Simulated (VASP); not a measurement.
Write the native input for VASP 6.6.1 that does the following.

```
Task                   : single point
Functional             : PBE
Potentials or basis    : VASP PAW PBE potentials, release 64 (Cd)
Cutoff                 : 520 eV
k mesh                 : 14 × 14 × 14
Occupations            : fermi-dirac, width 0.08 eV
Spin                   : no spin polarisation
Dipole correction      : no
Further INCAR settings : ALGO = Normal; EDIFF = 1e-06; NBANDS = 12
```

The structure of Cd lies in POSCAR:

```
Cd
1.0
    2.9455865509      0.0000000000      0.0000000000
    0.0000000000      2.9455865509      0.0000000000
    0.0000000000      0.0000000000      2.9455865509
Cd
1
Direct
    0.0000000000      0.0000000000      0.0000000000
```

This isn't the form of Cd at room conditions, which is hcp.

The input as run:

INCAR

```
ALGO = Normal
EDIFF = 1E-6
ENCUT = 520
GGA = PE
ISIF = 2
ISMEAR = -1
LASPH = True
LCHARG = True
LELF = True
LREAL = False
LVHAR = True
LWAVE = False
NBANDS = 12
NELM = 80
PREC = Accurate
SIGMA = 0.08
```

KPOINTS

```
k-points
0
Gamma
  14 14 14
```

Potentials or basis: VASP PAW PBE potentials, release 64 (Cd).

The run is started by

```sh
$ cat potpaw_PBE.64/Cd/POTCAR > POTCAR
$ mpirun -np 1 vasp_std > vasp.out
```

Results of the run:

```json
{
  "Pressure": "2.1 GPa",
  "Band gap on the k mesh": "zero (bands 6 and 7 overlap by 6.82 eV)"
}
```

Wall time 19 s on 1 thread of AMD EPYC 7R13 Processor (Zen 3), on a shared host, peak memory 0.13 GiB.
